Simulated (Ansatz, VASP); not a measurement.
**CuO: VASP beside Ansatz**

INCAR

```
ALGO = Normal
EDIFF = 1E-7
ENCUT = 520
GGA = PE
ISIF = 2
ISMEAR = 0
LASPH = T
LCHARG = F
LREAL = F
LWAVE = F
NBANDS = 44
NELM = 80
PREC = Accurate
SIGMA = 0.1
```

The input KPOINTS:

```
k-points
0
Gamma
  8 8 8
```

Contents of POSCAR:

```
CuO
1.0
    4.1642993782      0.0000000000      0.0000000000
    0.0000000000      4.1758848680      0.0000000000
    0.0000000000      0.0000000000      5.1512621086
Cu O
4 4
Direct
    0.2500000000      0.2500000000      0.5000000000
    0.2500000000      0.7500000000      0.0000000000
    0.7500000000      0.7500000000      0.5000000000
    0.7500000000      0.2500000000      0.0000000000
    0.5000000000      0.0000000000      0.7500000000
    0.5000000000      0.0000000000      0.2500000000
    0.0000000000      0.5000000000      0.7500000000
    0.0000000000      0.5000000000      0.2500000000
```

Input for Ansatz:

```yaml
crystal:
  lattice:
    - [4.1642993782, 0.0, 0.0]
    - [0.0, 4.175884868, 0.0]
    - [0.0, 0.0, 5.1512621086]
  atoms:
    - { symbol: Cu, position: [0.25, 0.25, 0.5] }
    - { symbol: Cu, position: [0.25, 0.75, 0.0] }
    - { symbol: Cu, position: [0.75, 0.75, 0.5] }
    - { symbol: Cu, position: [0.75, 0.25, 0.0] }
    - { symbol: O, position: [0.5, 0.0, 0.75] }
    - { symbol: O, position: [0.5, 0.0, 0.25] }
    - { symbol: O, position: [0.0, 0.5, 0.75] }
    - { symbol: O, position: [0.0, 0.5, 0.25] }
basis:
  ecutwfc: 420
kpoints:
  mp_grid: { grid: [8, 8, 8] }
hamiltonian:
  xc: pbe
scf:
  occupations: { method: gaussian, width: 0.1 }
output:
  forces: true
  stress: true
  eigenvalues: true
```

Alike in both runs: task single point; functional PBE; k mesh 8 × 8 × 8; occupations gaussian, width 0.1 eV; no spin polarisation.

```csv
,VASP,Ansatz
version,VASP 6.6.1,Ansatz 0.2.0
potentials or method,"VASP PAW PBE potentials, release 64 (Cu, O), cutoff 520 eV","scalar-relativistic, plane waves, PAW"
valence electrons in the cell,68,100
```

Ansatz gave:

```
gap on the k mesh at the Fermi level (eV)                     : none
pressure (GPa)                                                : 0.0
traceless stress, the component that is largest in VASP (GPa) : 0.00
```

What did VASP give for the same quantities?

gap on the k mesh at the Fermi level (eV): none; pressure (GPa): 0.7; traceless stress, the component that is largest in VASP (GPa): 0.26.

A gap of «none» marks a metal or a gap that the smearing closes. VASP's potentials hold 68 valence electrons a cell and Ansatz's 100, so a difference there can come from the potentials and not from the codes.
